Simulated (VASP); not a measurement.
Input of a VASP 6.6.1 run:

Contents of INCAR:

```
SYSTEM = Zn
ALGO = Normal ; EDIFF = 1E-7
EDIFFG = -0.005 ; ENCUT = 600
GGA = PE ; IBRION = 2
ISIF = 3 ; ISMEAR = 0
IVDW = 12 ; LASPH = .True.
LCHARG = .False. ; LREAL = .False.
LWAVE = .False. ; NELM = 80
NSW = 100 ; PREC = Accurate
SIGMA = 0.1
```

KPOINTS

```
k-points
0
Gamma
  18 18 8
  0 0 0
```

The input POSCAR:

```
Zn
1.0
    2.6647980532      0.0000000000      0.0000000000
   -1.3323990266      2.3077828100      0.0000000000
    0.0000000000      0.0000000000      4.9467000000
Zn
2
Direct
    0.3333333333      0.6666666667      0.2500000000
    0.6666666667      0.3333333333      0.7500000000
```

Potentials or basis: VASP PAW PBE potentials, release 64 (Zn).

Command:

```bash
$ cat potpaw_PBE.64/Zn/POTCAR > POTCAR
$ mpirun -np 1 vasp_std > vasp.out
```

(1) Estimate the band gap on the k mesh.

(2) Estimate the relaxed cell.

## Answers

(1) zero (band 12 reaches 5.15 eV, above the bottom of band 13 at 0.72 eV).

(2) a = 2.623 Å, b = 2.623 Å, c = 4.806 Å, α = 90.00°, β = 90.00°, γ = 120.00°.
